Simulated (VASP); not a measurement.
Input of a VASP 6.6.1 run:

INCAR

```
ALGO = Normal
EDIFF = 1E-6
ENCUT = 520
GGA = PS
ISIF = 2
ISMEAR = -1
LASPH = True
LCHARG = False
LREAL = False
LWAVE = False
NBANDS = 12
NELM = 80
PREC = Accurate
SIGMA = 0.05
```

File KPOINTS:

```
k-points
0
Gamma
  21 21 21
```

Contents of POSCAR:

```
Cu
1.0
    0.0000000000      1.7813982731      1.7813982731
    1.7813982731      0.0000000000      1.7813982731
    1.7813982731      1.7813982731      0.0000000000
Cu
1
Direct
    0.0000000000      0.0000000000      0.0000000000
```

Potentials or basis: VASP PAW PBE potentials, release 64 (Cu).

Run with:

```console
$ cat potpaw_PBE.64/Cu/POTCAR > POTCAR
$ mpirun -np 1 vasp_std > vasp.out
```

(1) What does it give for the pressure?

## Answers

(1) 0.8 GPa.

Caveat: the PAW data sets were made with another functional, which shifts forces and pressure a little.
